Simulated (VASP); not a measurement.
The system is WS2F.

```
CELL_PARAMETERS angstrom
3.17358 0.00000 0.00000
-1.58679 2.74840 0.00000
0.00000 0.00000 8.58303
ATOMIC_POSITIONS crystal
W 0.00000 0.00000 0.50000
S 0.00000 0.00000 0.75540
S 0.00000 0.00000 0.24460
F 0.00000 0.00000 0.00000
```

The cell was generated, and may not be a known phase.

- Program: VASP 6.6.1
- Task: relaxation of cell and atoms
- Functional: PBE
- Potentials or basis: VASP PAW PBE potentials, release 64 (W_sv, S, F)
- Cutoff: 600 eV
- k mesh: 18 × 18 × 6
- Occupations: gaussian, width 0.1 eV
- Spin: no spin polarisation

At the start: pressure -0.5 GPa; volume 18.72 Å³/atom.

Task: Where does the relaxation end?

Result: Over 7 steps the energy falls by 4.3 meV/atom and the volume is 18.04 Å³/atom (-3.6 %); space group P6/mmm (No. 191, to 0.1 Å) before and after.

The path:
| step | energy change (eV) | largest force (eV/Å) | pressure (GPa) | volume (Å³) |
| --- | --- | --- | --- | --- |
| 1 | 0.0000 | 0.1152 | -0.48 | 74.86 |
| 2 | -0.0072 | 0.2534 | -1.87 | 74.25 |
| 3 | -0.0080 | 0.1720 | -1.55 | 74.40 |
| 4 | -0.0152 | 0.0719 | -0.68 | 73.26 |
| 5 | -0.0172 | 0.0259 | 0.05 | 72.32 |
| 6 | -0.0172 | 0.0334 | 0.11 | 72.26 |
| 7 | -0.0173 | 0.0049 | -0.05 | 72.17 |

Final structure:
```
W S F
1.0
     3.10502    0.00000    0.00000
    -1.55251    2.68902    0.00000
     0.00000    0.00000    8.64317
W S F
1 2 1
Cartesian
  0.0000 0.0000 4.3216
  0.0000 0.0000 6.5319
  0.0000 0.0000 2.1113
  0.0000 0.0000 0.0000
```

Caveat: an odd number of electrons without spin polarisation forces a metal; a magnetic or distorted state may lie lower.
